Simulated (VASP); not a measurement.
Runs of VASP 6.6.1 on Al2O3. Symmetry: P-31c, No. 163, trigonal system. Conventional cell: a = 4.793 Å, b = 4.793 Å, c = 8.967 Å, α = 90.00°, β = 90.00°, γ = 120.00°. Within 2.4 Å of Al (site symmetry 3) lie 6 O at 1.83 to 1.99 Å. Within 2.5 Å of Al (site symmetry 32) lie 6 O at 1.92 Å. Within 2.5 Å of Al (site symmetry -3) lie 6 O at 1.92 Å. O (site symmetry 1) has 4 Al at 1.83 to 1.99 Å within 2.4 Å. 

| level | k mesh | gap on the mesh (eV) | pressure (GPa) | largest force (eV/Å) |
| --- | --- | --- | --- | --- |
| PBE | 8 × 8 × 4 | 5.90 | 7.9 | 0.26 |
| PBE | 6 × 6 × 3 | 5.90 | 7.9 | 0.26 |
| PBE | 6 × 6 × 3, shifted | 6.20 | 7.9 | 0.26 |
| r2SCAN | 6 × 6 × 3 | 6.79 | 0.3 | (a) |

Alike in all rows: task electric field gradients; potentials or basis VASP PAW PBE potentials, release 64 (Al, O); no spin polarisation; cell as given; cutoff (eV) 520; smearing fermi-dirac 0.02 eV.

Task: Fill in the values left out.

Result: (a) 0.03.

Caveats: the PAW data sets were made with another functional, which shifts forces and pressure a little (some runs).

A k mesh can miss the band edges.
